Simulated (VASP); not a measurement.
# BN (P6_3/mmc) in VASP: a series of runs

Aim: see how the results for BN move with the level of theory and the settings. Levels: PBE, r2SCAN. Tasks: single point.

Program: VASP 6.6.1. These are calculated values, not measurements. Logs are shortened: lines on timing, memory, paths and dates and some standing lists are left out, and cuts for length are marked.

## 1. The cell of the first run

It takes space group P6_3/mmc (No. 194, hexagonal). The conventional cell has a = 2.395 Å, b = 2.395 Å, c = 6.248 Å, α = 90.00°, β = 90.00°, γ = 120.00°. B (site symmetry -6m2) has 3 N at 1.38 Å within 1.8 Å. N (site symmetry -6m2) has 3 B at 1.38 Å within 1.8 Å.

## 2. Single point, PBE (strain -4.2%)

Contents of INCAR:

```
ALGO     = Normal         # electronic algorithm
EDIFF    = 1E-6           # SCF threshold, eV
ENCUT    = 520            # plane-wave cutoff, eV
GGA      = PE             # functional
ISIF     = 2              # what is computed and relaxed
ISMEAR   = -1             # smearing method
LASPH    = T              # aspherical terms in the spheres
LCHARG   = F              # write CHGCAR
LREAL    = F              # projectors in reciprocal space
LWAVE    = F              # write WAVECAR
NBANDS   = 16             # bands
NELM     = 100            # most SCF steps
PREC     = Accurate       # precision mode
SIGMA    = 0.02           # smearing width, eV
```

Contents of KPOINTS:

```
k-points
0
Gamma
  12 12 4
```

Contents of POSCAR:

```
BN
1.0
    2.3950581055      0.0000000000      0.0000000000
   -1.1975290528      2.0741811629      0.0000000000
    0.0000000000      0.0000000000      6.2483403913
B N
2 2
Direct
    0.3333333333      0.6666666667      0.2500000000
    0.6666666667      0.3333333333      0.7500000000
    0.3333333333      0.6666666667      0.7500000000
    0.6666666667      0.3333333333      0.2500000000
```

Potentials or basis: VASP PAW PBE potentials, release 64 (B, N).

On the command line:

```sh
$ cat potpaw_PBE.64/B/POTCAR potpaw_PBE.64/N/POTCAR > POTCAR
$ mpirun -np 1 vasp_std > vasp.out
```

OUTCAR:

```text
EDIFF = 1E-6
   ENCUT = 520
   GGA = PE
   ISIF = 2
   ISMEAR = -1
   LASPH = T
   LREAL = F
   NELM = 100
   PREC = Accurate

 ion  position               nearest neighbor table
   1  0.333  0.667  0.250-   4 1.38   4 1.38   4 1.38
   2  0.667  0.333  0.750-   3 1.38   3 1.38   3 1.38
   3  0.333  0.667  0.750-   2 1.38   2 1.38   2 1.38
   4  0.667  0.333  0.250-   1 1.38   1 1.38   1 1.38

  LATTYP: Found a hexagonal cell.
 ALAT       =     2.3950581055
 C/A-ratio  =     2.6088470993

  Lattice vectors:

 A1 = (   2.3950581055,   0.0000000000,   0.0000000000)
 A2 = (  -1.1975290528,   2.0741811629,   0.0000000000)
 A3 = (   0.0000000000,   0.0000000000,   6.2483403913)

Analysis of symmetry for initial positions (statically):
=====================================================================
 Subroutine PRICEL returns:
 Original cell was already a primitive cell.

 Routine SETGRP: Setting up the symmetry group for a
 hexagonal supercell.

 Subroutine GETGRP returns: Found 24 space group operations
 (whereof 12 operations were pure point group operations)
 out of a pool of 24 trial point group operations.

The static configuration has the point symmetry D_3d.
 The point group associated with its full space group is D_6h.

Analysis of symmetry for dynamics (positions and initial velocities):
=====================================================================
 Subroutine PRICEL returns:
 Original cell was already a primitive cell.

 Routine SETGRP: Setting up the symmetry group for a
 hexagonal supercell.

 Subroutine GETGRP returns: Found 24 space group operations
 (whereof 12 operations were pure point group operations)
 out of a pool of 24 trial point group operations.

The dynamic configuration has the point symmetry D_3d.
 The point group associated with its full space group is D_6h.

 Subroutine INISYM returns: Found 24 space group operations
 (whereof 12 operations are pure point group operations),
 and found     1 'primitive' translations

----------------------------------------------------------------------------------------

                                     Primitive cell

  volume of cell :      31.0404

  direct lattice vectors                    reciprocal lattice vectors
     2.395058105  0.000000000  0.000000000     0.417526405  0.241058982  0.000000000
    -1.197529053  2.074181163  0.000000000     0.000000000  0.482117964  0.000000000
     0.000000000  0.000000000  6.248340391     0.000000000  0.000000000  0.160042497

  length of vectors
     2.395058105  2.395058106  6.248340391     0.482117964  0.482117964  0.160042497

  position of ions in fractional coordinates (direct lattice)
     0.333333333  0.666666667  0.250000000
     0.666666667  0.333333333  0.750000000
     0.333333333  0.666666667  0.750000000
     0.666666667  0.333333333  0.250000000

  ion indices of the primitive-cell ions
   primitive index   ion index
                 1           1
                 2           2
                 3           3
                 4           4

----------------------------------------------------------------------------------------

 KPOINTS: k-points

Automatic generation of k-mesh.
 Grid dimensions read from file:
 generate k-points for:   12   12    4

 Generating k-lattice:

  Cartesian coordinates                     Fractional coordinates (reciprocal lattice)
     0.034793867  0.020088249  0.000000000     0.083333333 -0.000000000  0.000000000
     0.000000000  0.040176497  0.000000000     0.000000000  0.083333333  0.000000000
     0.000000000  0.000000000  0.040010624     0.000000000  0.000000000  0.250000000

  Length of vectors
     0.040176497  0.040176497  0.040010624

  Shift w.r.t. Gamma in fractional coordinates (k-lattice)
     0.000000000  0.000000000  0.000000000

 Subroutine IBZKPT returns following result:
 ===========================================

 Found     57 irreducible k-points:

 Following reciprocal coordinates:
            Coordinates               Weight
  0.000000  0.000000  0.000000      1.000000
[... 50 lines left out ...]
      2     -14.2799      2.00000
      3      -2.9744      2.00000
      4      -0.3472      2.00000
      5       0.1299      2.00000
      6       0.1973      2.00000
[... 8 lines left out ...]
     15      18.7543      0.00000
     16      19.6675      0.00000

 k-point     4 :       0.2500    0.0000    0.0000
  band No.  band energies     occupation
      1     -13.9832      2.00000
      2     -13.6027      2.00000
      3      -1.9709      2.00000
      4      -1.8254      2.00000
      5      -1.7272      2.00000
      6       0.3846      2.00000
[... 8 lines left out ...]
     15      20.6804      0.00000
     16      21.1860      0.00000

 k-point     5 :       0.3333    0.0000    0.0000
  band No.  band energies     occupation
      1     -13.0658      2.00000
      2     -12.7433      2.00000
      3      -3.7953      2.00000
      4      -3.6696      2.00000
      5      -0.6469      2.00000
      6      -0.3264      2.00000
[... 8 lines left out ...]
     15      20.7690      0.00000
     16      24.1022      0.00000

 k-point     6 :       0.4167    0.0000    0.0000
  band No.  band energies     occupation
      1     -12.1189      2.00000
      2     -11.8983      2.00000
      3      -5.3880      2.00000
      4      -5.2699      2.00000
      5      -0.7907      2.00000
      6      -0.6991      2.00000
[... 8 lines left out ...]
     15      19.9583      0.00000
     16      24.1764      0.00000
[... 267 lines left out ...]
 k-point    21 :       0.0833    0.0000    0.2500
  band No.  band energies     occupation
      1     -15.0811      2.00000
      2     -14.7730      2.00000
      3      -3.2663      2.00000
      4      -1.3921      2.00000
      5       1.6615      2.00000
      6       1.7006      2.00000
[... 8 lines left out ...]
     15      17.6111      0.00000
     16      18.3675      0.00000

 k-point    22 :       0.1667    0.0000    0.2500
  band No.  band energies     occupation
      1     -14.6394      2.00000
      2     -14.3455      2.00000
      3      -2.6579      2.00000
      4      -0.8414      2.00000
      5       0.1456      2.00000
      6       0.2066      2.00000
[... 8 lines left out ...]
     15      18.6135      0.00000
     16      18.7291      0.00000

 k-point    23 :       0.2500    0.0000    0.2500
  band No.  band energies     occupation
      1     -13.9309      2.00000
      2     -13.6622      2.00000
      3      -1.8896      2.00000
      4      -1.7536      2.00000
      5      -1.5833      2.00000
      6       0.0905      2.00000
[... 8 lines left out ...]
     15      21.2068      0.00000
     16      21.3212      0.00000

 k-point    24 :       0.3333    0.0000    0.2500
  band No.  band energies     occupation
      1     -13.0210      2.00000
      2     -12.7931      2.00000
      3      -3.7835      2.00000
      4      -3.6934      2.00000
      5      -0.3548      2.00000
      6      -0.3136      2.00000
[... 8 lines left out ...]
     15      21.9398      0.00000
     16      24.1256      0.00000

 [... further k-points ...]
[... 5 lines left out ...]
  --------------------------------------------------------------------------------------
  -------------------------------------------------------------------------------------
  Total       12.8885608     12.8885608      1.1980823     -0.0000000     -0.0000000      0.0000000
  in kB      665.2541390    665.2541389     61.8400465     -0.0000000     -0.0000000      0.0000000
  external PRESSURE =     464.1161081 kB  Pullay stress =       0.0000000 kB

 VOLUME and BASIS-vectors are now :
 -----------------------------------------------------------------------------
  energy-cutoff  :      520.00
  volume of cell :       31.04
      direct lattice vectors                 reciprocal lattice vectors
     2.395058105  0.000000000  0.000000000     0.417526405  0.241058982  0.000000000
    -1.197529053  2.074181163  0.000000000     0.000000000  0.482117964  0.000000000
     0.000000000  0.000000000  6.248340391     0.000000000  0.000000000  0.160042497

 POSITION                                       TOTAL-FORCE (eV/Angst)
 -----------------------------------------------------------------------------------
     -0.00000      1.38279      1.56209         0.000000      0.000000      0.000000
      1.19753      0.69139      4.68626        -0.000000      0.000000      0.000000
     -0.00000      1.38279      4.68626         0.000000      0.000000     -0.000000
      1.19753      0.69139      1.56209         0.000000     -0.000000      0.000000
 -----------------------------------------------------------------------------------
    total drift:                               -0.000000      0.000000      0.000000

  FREE ENERGIE OF THE ION-ELECTRON SYSTEM (eV)
  ---------------------------------------------------
  free  energy   TOTEN  =       -34.4996957202 eV

  energy  without entropy=      -34.4996957202  energy(sigma->0) =      -34.49969572
```

Wall time 14 s (1 thread of Intel Xeon Platinum 8559C (Emerald Rapids), shared host); peak memory 0.15 GiB.

Results:

| Quantity | Value |
| --- | --- |
| Free energy | -34.4997 eV |
| Pressure | 46.4 GPa |
| Band gap on the k mesh | 4.36 eV, indirect (least direct gap 4.82 eV) |

Levels at points of the mesh, in eV from the valence-band top:
| k point | band 5 | band 6 | band 7 | band 8 | band 9 | band 10 | band 11 | band 12 |
| --- | --- | --- | --- | --- | --- | --- | --- | --- |
| (0.00, 0.00, 0.00) | -1.18 | -1.18 | -1.12 | -1.12 | 5.63 | 11.57 | 12.65 | 12.65 |
| (0.50, 0.00, 0.00) | -4.38 | -4.28 | -1.79 | -0.46 | 4.36 | 6.20 | 10.79 | 11.37 |
| (0.00, 0.00, 0.50) | -1.15 | -1.15 | -1.15 | -1.15 | 8.51 | 8.51 | 12.74 | 12.74 |
| (0.50, 0.00, 0.50) | -4.33 | -4.33 | -1.09 | -1.09 | 4.94 | 4.94 | 11.37 | 11.37 |

Caveat: the cell differs from its parent crystal (strain -4.2%). A k mesh can miss the band edges.

## 3. Single point, PBE (epitaxial xy strain -5.5%)

Contents of INCAR:

```
SYSTEM = BN
ALGO = Normal
EDIFF = 1E-6
ENCUT = 520
GGA = PE
ISIF = 2
ISMEAR = -1
LASPH = .TRUE.
LCHARG = .FALSE.
LREAL = .FALSE.
LWAVE = .FALSE.
NBANDS = 16
NELM = 100
PREC = Accurate
SIGMA = 0.02
```

Contents of KPOINTS:

```
k-points
0
G
  12 12 4
  0 0 0
```

Contents of POSCAR:

```
BN
1.0
    2.3640508801      0.0000000000      0.0000000000
   -1.1820254401      2.0473281180      0.0000000000
    0.0000000000      0.0000000000      6.5226719932
B N
2 2
Direct
    0.3333333333      0.6666666667      0.2500000000
    0.6666666667      0.3333333333      0.7500000000
    0.3333333333      0.6666666667      0.7500000000
    0.6666666667      0.3333333333      0.2500000000
```

Potentials or basis: VASP PAW PBE potentials, release 64 (B, N).

On the command line:

```sh
$ cat potpaw_PBE.64/B/POTCAR potpaw_PBE.64/N/POTCAR > POTCAR
$ mpirun -np 1 vasp_std > vasp.out
```

Run time: 15 s. Hardware: 1 thread of Intel Xeon Platinum 8559C (Emerald Rapids), shared host; peak memory 0.15 GiB.

Results (log left out):

| Property | Result |
| --- | --- |
| Free energy | -34.1547 eV |
| Pressure | 58.4 GPa |
| Band gap on the k mesh | 4.51 eV, indirect (least direct gap 5.07 eV) |

Stress tensor (GPa, compression positive):
```
85.69  0.00  0.00
 0.00 85.69  0.00
 0.00  0.00  3.87
```

Levels at points of the mesh, in eV from the valence-band top:
| k point | band 4 | band 5 | band 6 | band 7 | band 8 | band 9 | band 10 | band 11 | band 12 | band 13 |
| --- | --- | --- | --- | --- | --- | --- | --- | --- | --- | --- |
| (0.00, 0.00, 0.00) | -5.02 | -1.09 | -1.09 | -1.06 | -1.06 | 5.25 | 11.01 | 13.05 | 13.05 | 13.17 |
| (0.50, 0.00, 0.00) | -9.55 | -4.40 | -4.34 | -1.64 | -0.59 | 4.51 | 6.06 | 11.09 | 11.90 | 13.43 |
| (0.00, 0.00, 0.50) | -6.23 | -1.07 | -1.07 | -1.07 | -1.07 | 7.88 | 7.88 | 13.11 | 13.11 | 13.11 |
| (0.50, 0.00, 0.50) | -9.58 | -4.37 | -4.37 | -1.10 | -1.10 | 5.05 | 5.05 | 11.77 | 11.77 | 14.61 |

Caveat: the cell differs from its parent crystal (epitaxial xy strain -5.5%).

## 4. Single point, PBE

This run uses another cell than the first one, of 8.83 Å³/atom, 1.138 times its volume.

Contents of INCAR:

```
PREC = Accurate
ENCUT = 520
EDIFF = 1E-6
ISMEAR = -1
SIGMA = 0.02
LREAL = F
LASPH = T
NELM = 80
ALGO = Normal
ISIF = 2
LWAVE = F
LCHARG = T
GGA = PE
LELF = T
LVHAR = T
NBANDS = 16
```

Contents of KPOINTS:

```
Automatic mesh
0
Gamma
  12 12 4
```

Contents of POSCAR:

```
BN
1.0
    2.5005826953      0.0000000000      0.0000000000
   -1.2502913476      2.1655681384      0.0000000000
    0.0000000000      0.0000000000      6.5236379111
B N
2 2
Direct
    0.3333333333      0.6666666667      0.2500000000
    0.6666666667      0.3333333333      0.7500000000
    0.3333333333      0.6666666667      0.7500000000
    0.6666666667      0.3333333333      0.2500000000
```

On the command line:

```sh
$ cat potpaw_PBE.64/B/POTCAR potpaw_PBE.64/N/POTCAR > POTCAR
$ mpirun -np 1 vasp_std > vasp.out
```

Wall time 18 s (1 thread of Intel Xeon Platinum 8559C (Emerald Rapids), shared host); peak memory 0.16 GiB.

It converged, with:

| Quantity | Value |
| --- | --- |
| Free energy | -35.1368 eV |
| Pressure | 4.7 GPa |
| Band gap on the k mesh | 4.25 eV, indirect (least direct gap 4.65 eV) |

Stress tensor (GPa, compression positive):
```
5.37 0.00 0.00
0.00 5.37 0.00
0.00 0.00 3.48
```

Levels at points of the mesh, in eV from the valence-band top:
| k point | band 4 | band 5 | band 6 | band 7 | band 8 | band 9 | band 10 | band 11 | band 12 | band 13 |
| --- | --- | --- | --- | --- | --- | --- | --- | --- | --- | --- |
| (0.00, 0.00, 0.00) | -4.02 | -1.34 | -1.34 | -1.30 | -1.30 | 5.36 | 10.53 | 11.56 | 11.56 | 11.70 |
| (0.50, 0.00, 0.00) | -8.86 | -4.17 | -4.09 | -1.51 | -0.40 | 4.24 | 5.72 | 9.58 | 9.97 | 12.81 |
| (0.00, 0.00, 0.50) | -5.31 | -1.32 | -1.32 | -1.32 | -1.32 | 7.83 | 7.83 | 11.63 | 11.63 | 11.63 |
| (0.50, 0.00, 0.50) | -8.91 | -4.13 | -4.13 | -0.93 | -0.93 | 4.73 | 4.73 | 9.96 | 9.96 | 13.70 |

Caveat: this functional lacks dispersion, which binds the layers, so the pressure and a relaxed spacing across them are unreliable.

## 5. Single point, r2SCAN (strain -4.2%)

Contents of POSCAR:

```
BN
1.0
    2.3950581055      0.0000000000      0.0000000000
   -1.1975290528      2.0741811629      0.0000000000
    0.0000000000      0.0000000000      6.2483403913
B N
2 2
Direct
    0.3333333333      0.6666666667      0.2500000000
    0.6666666667      0.3333333333      0.7500000000
    0.3333333333      0.6666666667      0.7500000000
    0.6666666667      0.3333333333      0.2500000000
```

Contents of INCAR.step1:

```
SYSTEM = BN
ALGO     = Normal         ! electronic algorithm
EDIFF    = 1E-4           ! SCF threshold, eV
ENCUT    = 520            ! plane-wave cutoff, eV
GGA      = PE             ! functional
ISMEAR   = 0              ! smearing method
LASPH    = .True.         ! aspherical terms in the spheres
LCHARG   = .False.        ! write CHGCAR
LREAL    = .False.        ! projectors in reciprocal space
LWAVE    = .True.         ! write WAVECAR
NBANDS   = 16             ! bands
NELM     = 100            ! most SCF steps
PREC     = Accurate       ! precision mode
SIGMA    = 0.01           ! smearing width, eV
```

Contents of INCAR.step2:

```
SYSTEM = BN
ALGO     = Normal         ! electronic algorithm
EDIFF    = 1E-7           ! SCF threshold, eV
ENCUT    = 520            ! plane-wave cutoff, eV
ISIF     = 2              ! what is computed and relaxed
ISMEAR   = 0              ! smearing method
ISTART   = 1            
LASPH    = .True.         ! aspherical terms in the spheres
LCHARG   = .True.         ! write CHGCAR
LELF     = .True.         ! ELF
LMIXTAU  = .True.       
LREAL    = .False.        ! projectors in reciprocal space
LVHAR    = .True.       
LWAVE    = .False.        ! write WAVECAR
METAGGA  = R2SCAN         ! meta-GGA
NBANDS   = 16             ! bands
NELM     = 100            ! most SCF steps
PREC     = Accurate       ! precision mode
SIGMA    = 0.01           ! smearing width, eV
```

Contents of KPOINTS:

```
k-points
0
Gamma
  12 12 4
  0 0 0
```

On the command line:

```sh
$ cat potpaw_PBE.64/B/POTCAR potpaw_PBE.64/N/POTCAR > POTCAR
$ cp INCAR.step1 INCAR
$ mpirun -np 1 vasp_std > vasp.out
$ cp INCAR.step2 INCAR
$ mpirun -np 1 vasp_std > vasp.out
```

It took 68 s on 1 thread of Intel Xeon Platinum 8559C (Emerald Rapids), shared host; peak memory 0.15 GiB.

The run converged. Its results:

* Free energy: -38.0455 eV
* Pressure: 42.8 GPa
* Band gap on the k mesh: 4.98 eV, indirect (least direct gap 5.44 eV)

Stress tensor (GPa, compression positive):
```
62.31  0.00  0.00
 0.00 62.31  0.00
 0.00  0.00  3.72
```

Levels at points of the mesh, in eV from the valence-band top:
| k point | band 4 | band 5 | band 6 | band 7 | band 8 | band 9 | band 10 | band 11 | band 12 | band 13 |
| --- | --- | --- | --- | --- | --- | --- | --- | --- | --- | --- |
| (0.00, 0.00, 0.00) | -4.61 | -1.21 | -1.21 | -1.16 | -1.16 | 6.06 | 12.44 | 13.41 | 13.41 | 13.59 |
| (0.50, 0.00, 0.00) | -9.78 | -4.55 | -4.45 | -1.79 | -0.46 | 4.98 | 6.91 | 11.52 | 12.12 | 14.15 |
| (0.00, 0.00, 0.50) | -6.17 | -1.18 | -1.18 | -1.18 | -1.18 | 9.09 | 9.09 | 13.50 | 13.50 | 13.50 |
| (0.50, 0.00, 0.50) | -9.83 | -4.50 | -4.50 | -1.09 | -1.09 | 5.57 | 5.57 | 12.14 | 12.14 | 15.48 |

Caveat: the cell differs from its parent crystal (strain -4.2%); the PAW data sets were made with another functional, which shifts forces and pressure a little. A k mesh can miss the band edges.

## 6. Overview

```tsv
level	cell	smearing	gap on the mesh (eV)	pressure (GPa)
PBE	a = 2.395, b = 2.395, c = 6.248 Å, angles 90.0, 90.0, 120.0°, 4 atoms	fermi-dirac 0.02 eV	4.36	46.4
PBE	a = 2.364, b = 2.364, c = 6.523 Å, angles 90.0, 90.0, 120.0°, 4 atoms	fermi-dirac 0.02 eV	4.51	58.4
PBE	a = 2.501, b = 2.501, c = 6.524 Å, angles 90.0, 90.0, 120.0°, 4 atoms	fermi-dirac 0.02 eV	4.25	4.7
r2SCAN	a = 2.395, b = 2.395, c = 6.248 Å, angles 90.0, 90.0, 120.0°, 4 atoms	gaussian 0.01 eV	4.98	42.8
```

Alike in all rows: task single point; potentials or basis VASP PAW PBE potentials, release 64 (B, N); no spin polarisation; k mesh 12 × 12 × 4; cutoff (eV) 520.

Caveats: this functional lacks dispersion, which binds the layers, so the pressure and a relaxed spacing across them are unreliable (some runs); the PAW data sets were made with another functional, which shifts forces and pressure a little (some runs).

Total energies depend on the potentials used, so only differences within one code and one set of settings carry meaning.
